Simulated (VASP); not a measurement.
# Sn2TeO2 (P-6m2) in VASP: a series of runs

Sn2TeO2 is run at these levels: PBE; tasks: single point.

Everything below comes from runs of VASP 6.6.1. Logs are shortened: lines on timing, memory, paths and dates and some standing lists are left out, and cuts for length are marked.

### 1 The cell of the first run

Symmetry: P-6m2, No. 187, hexagonal system. Conventional cell: a = 4.114 Å, b = 4.114 Å, c = 8.152 Å, α = 90.00°, β = 90.00°, γ = 120.00°. Sn (site symmetry 3m) has 1 O at 2.25 Å within 3.0 Å. Within 3.1 Å of Te (site symmetry -6m2) lie 6 O at 2.38 Å. Within 3.0 Å of O (site symmetry -6m2) lie 2 Sn at 2.25 Å and 3 O at 2.38 Å and 3 Te at 2.38 Å. O (site symmetry -6m2) has 3 O at 2.38 Å and 3 Te at 2.38 Å within 3.1 Å.

The cell was built from a structure type or drawn by symmetry, and may not be a known phase.

### 2 Single point, PBE

Input file INCAR:

```
  PREC = Accurate
  ENCUT = 520
  EDIFF = 1E-6
  ISMEAR = 0
  SIGMA = 0.1
  LREAL = False
  LASPH = True
  NELM = 100
  ALGO = Normal
  ISIF = 2
  LWAVE = False
  LCHARG = False
  GGA = PE
  NBANDS = 31
```

Input file KPOINTS:

```
Automatic mesh
0
Gamma
  6 6 2
```

Input file POSCAR:

```
Sn2TeO2
1.0
    4.1144659574     -0.0000000027      0.0000000000
   -2.0572329763      3.5632320435      0.0000000000
    0.0000000000      0.0000000000      8.1517147083
Sn Te O
2 1 2
Direct
    0.0000000000      0.0000000000      0.7240992468
    0.0000000000      0.0000000000      0.2759007532
    0.6666666667      0.3333333333      0.0000000000
    0.0000000000      0.0000000000      0.0000000000
    0.3333333333      0.6666666667      0.0000000000
```

Potentials or basis: VASP PAW PBE potentials, release 64 (Sn_d, Te, O).

Started as:

```bash
$ cat potpaw_PBE.64/Sn_d/POTCAR potpaw_PBE.64/Te/POTCAR potpaw_PBE.64/O/POTCAR > POTCAR
$ mpirun -np 1 vasp_std > vasp.out
```

OUTCAR:

```text
PREC = Accurate
   ENCUT = 520
   EDIFF = 1E-6
   ISMEAR = 0
   LREAL = False
   LASPH = True
   NELM = 100
   ISIF = 2
   GGA = PE

 ion  position               nearest neighbor table
   1  0.000  0.000  0.724-   4 2.25   3 3.27   3 3.27   3 3.27   2 3.65
   2  0.000  0.000  0.276-   4 2.25   3 3.27   3 3.27   3 3.27   1 3.65
   3  0.667  0.333  0.000-   4 2.38   5 2.38   5 2.38   4 2.38   4 2.38   5 2.38   1 3.27   2 3.27
                             2 3.27   1 3.27   2 3.27   1 3.27
   4  0.000  0.000  0.000-   1 2.25   2 2.25   3 2.38   3 2.38   3 2.38
   5  0.333  0.667  0.000-   3 2.38   3 2.38   3 2.38

  LATTYP: Found a hexagonal cell.
 ALAT       =     4.1144659574
 C/A-ratio  =     1.9812327512

  Lattice vectors:

 A1 = (   4.1144659574,  -0.0000000027,   0.0000000000)
 A2 = (  -2.0572329763,   3.5632320435,   0.0000000000)
 A3 = (   0.0000000000,   0.0000000000,   8.1517147083)

Analysis of symmetry for initial positions (statically):
=====================================================================
 Subroutine PRICEL returns:
 Original cell was already a primitive cell.

 Routine SETGRP: Setting up the symmetry group for a
 hexagonal supercell.

 Subroutine GETGRP returns: Found 12 space group operations
 (whereof 12 operations were pure point group operations)
 out of a pool of 24 trial point group operations.

The static configuration has the point symmetry D_3h.

Analysis of symmetry for dynamics (positions and initial velocities):
=====================================================================
 Subroutine PRICEL returns:
 Original cell was already a primitive cell.

 Routine SETGRP: Setting up the symmetry group for a
 hexagonal supercell.

 Subroutine GETGRP returns: Found 12 space group operations
 (whereof 12 operations were pure point group operations)
 out of a pool of 24 trial point group operations.

The dynamic configuration has the point symmetry D_3h.

 Subroutine INISYM returns: Found 12 space group operations
 (whereof 12 operations are pure point group operations),
 and found     1 'primitive' translations

----------------------------------------------------------------------------------------

                                     Primitive cell

  volume of cell :     119.5106

  direct lattice vectors                    reciprocal lattice vectors
     4.114465957 -0.000000003  0.000000000     0.243044908  0.140322043  0.000000000
    -2.057232976  3.563232043  0.000000000     0.000000000  0.280644086  0.000000000
     0.000000000  0.000000000  8.151714708     0.000000000  0.000000000  0.122673577

  length of vectors
     4.114465957  4.114465957  8.151714708     0.280644086  0.280644086  0.122673577

  position of ions in fractional coordinates (direct lattice)
     0.000000000  0.000000000  0.724099247
     0.000000000  0.000000000  0.275900753
     0.666666667  0.333333333  0.000000000
     0.000000000  0.000000000  0.000000000
     0.333333333  0.666666667  0.000000000

  ion indices of the primitive-cell ions
   primitive index   ion index
                 1           1
                 2           2
                 3           3
                 4           4
                 5           5

----------------------------------------------------------------------------------------

 KPOINTS: Automatic mesh

Automatic generation of k-mesh.
 Grid dimensions read from file:
 generate k-points for:    6    6    2

 Generating k-lattice:

  Cartesian coordinates                     Fractional coordinates (reciprocal lattice)
     0.040507485  0.023387007  0.000000000     0.166666667 -0.000000000  0.000000000
     0.000000000  0.046774014  0.000000000    -0.000000000  0.166666667  0.000000000
     0.000000000  0.000000000  0.061336788     0.000000000  0.000000000  0.500000000

  Length of vectors
     0.046774014  0.046774014  0.061336788

  Shift w.r.t. Gamma in fractional coordinates (k-lattice)
     0.000000000  0.000000000  0.000000000

 Subroutine IBZKPT returns following result:
 ===========================================

 Found     14 irreducible k-points:

 Following reciprocal coordinates:
            Coordinates               Weight
  0.000000  0.000000  0.000000      1.000000
  0.166667  0.000000  0.000000      6.000000
  0.333333 -0.000000  0.000000      6.000000
  0.500000 -0.000000  0.000000      3.000000
  0.166667  0.166667  0.000000      6.000000
  0.333333  0.166667  0.000000     12.000000
  0.333333  0.333333  0.000000      2.000000
  0.000000  0.000000  0.500000      1.000000
  0.166667  0.000000  0.500000      6.000000
  0.333333 -0.000000  0.500000      6.000000
  0.500000 -0.000000  0.500000      3.000000
  0.166667  0.166667  0.500000      6.000000
  0.333333  0.166667  0.500000     12.000000
  0.333333  0.333333  0.500000      2.000000
   k-points           NKPTS =     14   k-points in BZ     NKDIM =     14   number of bands    NBANDS=     31
   number of dos      NEDOS =    301   number of ions     NIONS =      5
   total plane-waves  NPLWV =  65536
   dimension x,y,z NGX =    32 NGY =   32 NGZ =   64
   dimension x,y,z NGXF=    64 NGYF=   64 NGZF=  128
   ions per type =               2   1   2
   NGX,Y,Z   is equivalent  to a cutoff of  12.93, 12.93, 13.05 a.u.
   NGXF,Y,Z  is equivalent  to a cutoff of  25.86, 25.86, 26.10 a.u.
 SYSTEM =  unknown system
   PREC   = accura    normal or accurate (medium, high low for compatibility)
   ISTART =      0    job   : 0-new  1-cont  2-samecut
   ICHARG =      2    charge: 1-file 2-atom 10-const
   ISPIN  =      1    spin polarized calculation?
   LNONCOLLINEAR =      F non collinear calculations
   LSORBIT =      F    spin-orbit coupling
   LASPH  =      T    aspherical Exc in radial PAW
   ENCUT  =  520.0 eV  38.22 Ry    6.18 a.u.   7.65  7.65 15.16*2*pi/ulx,y,z
   NELM   =    100;   NELMIN=  2; NELMDL= -5     # of ELM steps
   EDIFF  = 0.1E-05   stopping-criterion for ELM
   LREAL  =      F    real-space projection
   EDIFFG = 0.1E-04   stopping-criterion for IOM
   NSW    =      0    number of steps for IOM
   IBRION =     -1    ionic relax: 0-MD 1-quasi-New 2-CG
   NFREE  =      0    steps in history (QN), initial steepest desc. (CG)
   ISIF   =      2    stress and relaxation
   ISYM   =      2    0-nonsym 1-usesym 2-fastsym
   POTIM  = 0.5000    time-step for ionic-motion
   TEBEG  =    0.0;   TEEND  =   0.0 temperature during run
   PSTRESS=    0.0 pullay stress
   NELECT =      46.0000    total number of electrons
   NUPDOWN=      -1.0000    fix difference up-down
   EMIN   =  10.00;   EMAX   =-10.00  energy-range for DOS
   EFERMI =   0.00;   METHOD = LEGACY
   ISMEAR =     0;   SIGMA  =   0.10  broadening in eV -4-tet -1-fermi 0-gaus
   EFERMI_NEDOS =   21; number of points for ismear=-14 and -15
   IALGO  =     38    algorithm
   IMIX   =      4    mixing-type and parameters
     AMIX     =   0.40;   BMIX     =  1.00
     AMIX_MAG =   1.60;   BMIX_MAG =  1.00
  volume/ion in A,a.u.               =      23.90       161.30
  Fermi-wavevector in a.u.,A,eV,Ry     =   1.190854  2.250388 19.294881  1.418134
  Thomas-Fermi vector in A             =   2.326929
   LORBIT       =      0    0 simple, 1 ext, 2 COOP (PROOUT), +10 PAW based schemes
   GGA     = PE    functional components
   LHFCALC =     F    Hartree Fock is set to
   AEXX    =    0.0000 exact exchange contribution
   IVDW    =     0    specifies the selected vdW correction
   LEPSILON=     F    determine dielectric tensor
   LRPA    =     F    only Hartree local field effects (RPA)
 non-spin polarized calculation
 Gauss-broadening in eV      SIGMA  =   0.10
  energy-cutoff  :      520.00
  volume of cell :      119.51
 maximum number of plane-waves:      3253
 NGX is ok and might be reduce to    32
   NGX = 15   NGY = 15   NGZ = 31

 number of electron      45.9999999 magnetization

 Free energy of the ion-electron system (eV)
  ---------------------------------------------------
  ext. energy  EPLUGINS =         0.00000000
  ---------------------------------------------------
  free energy    TOTEN  =       -20.64113612 eV

  energy without entropy =      -20.62958167  energy(sigma->0) =      -20.63535889

 E-fermi :   5.6023     XC(G=0):  -9.2733

 val. band max:        5.6007931719   @ k =   0.5000  -0.0000   0.5000
 cond. band min:       5.6352631119   @ k =   0.1667   0.0000   0.0000
 fundamental gap:      0.0344699400
 Fermi energy:         5.6022730482

 k-point     1 :       0.0000    0.0000    0.0000
  band No.  band energies     occupation
      1     -16.6934      2.00000
      2     -16.5100      2.00000
      3     -16.4947      2.00000
      4     -16.4947      2.00000
      5     -16.4853      2.00000
      6     -16.4853      2.00000
[... 23 lines left out ...]
     30      11.6484      0.00000
     31      11.8460      0.00000

 k-point     2 :       0.1667    0.0000    0.0000
  band No.  band energies     occupation
      1     -16.6856      2.00000
      2     -16.5078      2.00000
      3     -16.4979      2.00000
      4     -16.4948      2.00000
      5     -16.4866      2.00000
      6     -16.4839      2.00000
[... 23 lines left out ...]
     30      11.6034      0.00000
     31      12.1508      0.00000

 k-point     3 :       0.3333   -0.0000    0.0000
  band No.  band energies     occupation
      1     -16.6707      2.00000
      2     -16.5045      2.00000
      3     -16.5043      2.00000
      4     -16.4957      2.00000
      5     -16.4894      2.00000
      6     -16.4835      2.00000
[... 23 lines left out ...]
     30      11.1132      0.00000
     31      11.2665      0.00000

 k-point     4 :       0.5000   -0.0000    0.0000
  band No.  band energies     occupation
      1     -16.6635      2.00000
      2     -16.5075      2.00000
      3     -16.5035      2.00000
      4     -16.4962      2.00000
      5     -16.4908      2.00000
      6     -16.4836      2.00000
[... 23 lines left out ...]
     30      10.7144      0.00000
     31      11.1028      0.00000

 k-point     5 :       0.1667    0.1667    0.0000
  band No.  band energies     occupation
      1     -16.6744      2.00000
      2     -16.5046      2.00000
      3     -16.5020      2.00000
      4     -16.4961      2.00000
      5     -16.4885      2.00000
      6     -16.4838      2.00000
[... 23 lines left out ...]
     30      11.4454      0.00000
     31      12.4340      0.00000

 k-point     6 :       0.3333    0.1667    0.0000
  band No.  band energies     occupation
      1     -16.6636      2.00000
      2     -16.5056      2.00000
      3     -16.5017      2.00000
      4     -16.4980      2.00000
      5     -16.4899      2.00000
      6     -16.4848      2.00000
[... 23 lines left out ...]
     30      11.1089      0.00000
     31      11.5032      0.00000

 k-point     7 :       0.3333    0.3333    0.0000
  band No.  band energies     occupation
      1     -16.6602      2.00000
      2     -16.5037      2.00000
      3     -16.5017      2.00000
      4     -16.4995      2.00000
      5     -16.4890      2.00000
      6     -16.4868      2.00000
[... 23 lines left out ...]
     30      10.8840      0.00000
     31      11.8191      0.00000

 k-point     8 :       0.0000    0.0000    0.5000
  band No.  band energies     occupation
      1     -16.6650      2.00000
      2     -16.5410      2.00000
      3     -16.4915      2.00000
      4     -16.4915      2.00000
      5     -16.4877      2.00000
      6     -16.4877      2.00000
[... 23 lines left out ...]
     30       9.8976      0.00000
     31      12.1509      0.00000

 k-point     9 :       0.1667    0.0000    0.5000
  band No.  band energies     occupation
      1     -16.6570      2.00000
      2     -16.5388      2.00000
      3     -16.4935      2.00000
      4     -16.4914      2.00000
      5     -16.4903      2.00000
      6     -16.4870      2.00000
[... 23 lines left out ...]
     30       9.8513      0.00000
     31      11.9883      0.00000

 k-point    10 :       0.3333   -0.0000    0.5000
  band No.  band energies     occupation
      1     -16.6416      2.00000
      2     -16.5349      2.00000
      3     -16.4977      2.00000
      4     -16.4958      2.00000
      5     -16.4918      2.00000
      6     -16.4872      2.00000
[... 23 lines left out ...]
     30       9.9699      0.00000
     31      11.3646      0.00000

 k-point    11 :       0.5000   -0.0000    0.5000
  band No.  band energies     occupation
      1     -16.6342      2.00000
      2     -16.5331      2.00000
      3     -16.4998      2.00000
      4     -16.4987      2.00000
      5     -16.4922      2.00000
      6     -16.4876      2.00000
[... 23 lines left out ...]
     30      10.3229      0.00000
     31      10.9816      0.00000

 k-point    12 :       0.1667    0.1667    0.5000
  band No.  band energies     occupation
      1     -16.6454      2.00000
      2     -16.5356      2.00000
      3     -16.4962      2.00000
      4     -16.4937      2.00000
      5     -16.4921      2.00000
      6     -16.4878      2.00000
[... 23 lines left out ...]
     30       9.8579      0.00000
     31      11.7358      0.00000

 k-point    13 :       0.3333    0.1667    0.5000
  band No.  band energies     occupation
      1     -16.6342      2.00000
      2     -16.5325      2.00000
      3     -16.4986      2.00000
      4     -16.4969      2.00000
      5     -16.4934      2.00000
      6     -16.4894      2.00000
[... 23 lines left out ...]
     30      10.4654      0.00000
     31      11.4204      0.00000

 k-point    14 :       0.3333    0.3333    0.5000
  band No.  band energies     occupation
      1     -16.6307      2.00000
      2     -16.5310      2.00000
      3     -16.4974      2.00000
      4     -16.4958      2.00000
      5     -16.4953      2.00000
      6     -16.4926      2.00000
[... 23 lines left out ...]
     30      10.8871      0.00000
     31      11.2030      0.00000

------------------------ aborting loop because EDIFF is reached ----------------------------------------

  FORCE on cell =-STRESS in cart. coord.  units (eV):
  Direction    XX          YY          ZZ          XY          YZ          ZX
  --------------------------------------------------------------------------------------
  -------------------------------------------------------------------------------------
  Total       -0.3699437     -0.3699437     -0.0602874     -0.0000000      0.0000000      0.0000000
  in kB       -4.9595202     -4.9595202     -0.8082225     -0.0000000      0.0000000      0.0000000
  external PRESSURE =      -3.5757543 kB  Pullay stress =       0.0000000 kB

 VOLUME and BASIS-vectors are now :
 -----------------------------------------------------------------------------
  energy-cutoff  :      520.00
  volume of cell :      119.51
      direct lattice vectors                 reciprocal lattice vectors
     4.114465957 -0.000000003  0.000000000     0.243044908  0.140322043  0.000000000
    -2.057232976  3.563232043  0.000000000     0.000000000  0.280644086  0.000000000
     0.000000000  0.000000000  8.151714708     0.000000000  0.000000000  0.122673577

 POSITION                                       TOTAL-FORCE (eV/Angst)
 -----------------------------------------------------------------------------------
      0.00000      0.00000      5.90265        -0.000000      0.000000     -0.033524
      0.00000      0.00000      2.24906        -0.000000      0.000000      0.033524
      2.05723      1.18774      0.00000         0.000000      0.000000      0.000000
      0.00000      0.00000      0.00000         0.000000      0.000000      0.000000
      0.00000      2.37549      0.00000         0.000000     -0.000000      0.000000
 -----------------------------------------------------------------------------------
    total drift:                                0.000001     -0.000001     -0.000000

  FREE ENERGIE OF THE ION-ELECTRON SYSTEM (eV)
  ---------------------------------------------------
  free  energy   TOTEN  =       -20.6411361152 eV

  energy  without entropy=      -20.6295816716  energy(sigma->0) =      -20.63535889
```

Wall time 100 s (1 thread of Oxide Virtual Turin-like, shared host); peak memory 0.22 GiB.

What came out:

| Item | Value |
| --- | --- |
| Free energy | -20.6411 eV |
| Pressure | -0.4 GPa |
| Largest force | 0.034 eV/Å |
| Band gap on the k mesh | zero (bands 23 and 24 overlap by 3.02 eV) |

Forces in eV/Å, atoms in the order of the input:
```
Sn   0.000  0.000 -0.034
Sn   0.000  0.000  0.034
Te   0.000  0.000  0.000
O    0.000  0.000  0.000
O    0.000  0.000  0.000
```

Levels at points of the mesh, in eV from the Fermi level:
| k point | band 20 | band 21 | band 22 | band 23 | band 24 | band 25 | band 26 | band 27 |
| --- | --- | --- | --- | --- | --- | --- | --- | --- |
| (0.00, 0.00, 0.00) | -3.90 | -2.51 | -0.17 | 0.04 | 2.63 | 2.63 | 2.73 | 2.73 |
| (0.50, 0.00, 0.00) | -2.13 | -1.77 | -1.48 | -1.40 | 0.47 | 1.24 | 1.35 | 1.41 |
| (0.00, 0.00, 0.50) | -4.38 | -2.61 | -0.25 | 2.29 | 2.29 | 2.94 | 2.95 | 2.95 |
| (0.50, 0.00, 0.50) | -1.91 | -1.87 | -1.47 | -0.79 | 0.00 | 0.90 | 1.88 | 1.99 |

Caveat: the k points lie up to 0.39 Å⁻¹ apart, too coarse for converged energies and pressures of a metal; spin-orbit coupling is left out, which moves the levels of the heavy elements.

[end of part 1 of 2]
